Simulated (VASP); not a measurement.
Write the native input for VASP 6.6.1 that does the following.

```
Task                   : single point
Functional             : r2SCAN
Potentials or basis    : VASP PAW PBE potentials, release 64 (W_sv, S)
Cutoff                 : 520 eV
k mesh                 : 6 × 6 × 1
Occupations            : gaussian, width 0.1 eV
Spin                   : no spin polarisation
Dipole correction      : no
Further INCAR settings : ALGO = Normal; EDIFF = 1e-07; NBANDS = 49
```

The system is WS2, a slab with vacuum.

```
CELL_PARAMETERS angstrom
3.18295 0.00000 0.00000
-1.59148 2.75652 0.00000
0.00000 0.00000 28.53222
ATOMIC_POSITIONS crystal
W 0.66667 0.33333 0.65929
W 0.33333 0.66667 0.88553
W 0.33333 0.66667 0.43436
S 0.66667 0.33333 0.94019
S 0.66667 0.33333 0.48903
S 0.33333 0.66667 0.71395
S 0.66667 0.33333 0.83085
S 0.66667 0.33333 0.37971
S 0.33333 0.66667 0.60463
```

The input as run:

POSCAR

```
WS2
1.0
    3.1829541699      0.0000000000      0.0000000000
   -1.5914770850      2.7565191702      0.0000000000
    0.0000000000      0.0000000000     28.5322178600
W S
3 6
Direct
    0.6666666700      0.3333333300      0.6592864300
    0.3333333300      0.6666666700      0.8855337800
    0.3333333300      0.6666666700      0.4343616800
    0.6666666700      0.3333333300      0.9401857300
    0.6666666700      0.3333333300      0.4890304200
    0.3333333300      0.6666666700      0.7139522100
    0.6666666700      0.3333333300      0.8308482800
    0.6666666700      0.3333333300      0.3797102500
    0.3333333300      0.6666666700      0.6046252100
```

INCAR.step1

```
SYSTEM = WS2
PREC = Accurate ; ENCUT = 520
ISMEAR = 0 ; SIGMA = 0.1
LREAL = .False. ; LASPH = .True.
NELM = 60 ; NBANDS = 49
GGA = PE ; ALGO = Normal
EDIFF = 1E-4 ; LWAVE = .True.
LCHARG = .False.
```

INCAR.step2

```
SYSTEM = WS2
PREC = Accurate ; ENCUT = 520
EDIFF = 1E-7 ; ISMEAR = 0
SIGMA = 0.1 ; LREAL = .False.
LASPH = .True. ; NELM = 60
ALGO = Normal ; ISIF = 2
LWAVE = .False. ; LCHARG = .True.
METAGGA = R2SCAN ; LMIXTAU = .True.
LELF = .True. ; LVHAR = .True.
NBANDS = 49 ; ISTART = 1
```

KPOINTS

```
regular mesh
0
Gamma
  6 6 1
  0 0 0
```

Potentials or basis: VASP PAW PBE potentials, release 64 (W_sv, S).

The run is started by

```bash
$ cat potpaw_PBE.64/W_sv/POTCAR potpaw_PBE.64/S/POTCAR > POTCAR
$ cp INCAR.step1 INCAR
$ mpirun -np 1 vasp_std > vasp.out
$ cp INCAR.step2 INCAR
$ mpirun -np 1 vasp_std > vasp.out
```

It gave:

The largest force is 0.009 eV/Å and the band gap on the k mesh is 1.45 eV (least direct gap 1.88 eV).

Caveat: the PAW data sets were made with another functional, which shifts forces and pressure a little; spin-orbit coupling is left out, which moves the levels of the heavy elements.

Wall time 5.6 min on 1 thread of Intel(R) Xeon(R) 6975P-C (Granite Rapids) (shared host), peak memory 0.42 GiB.
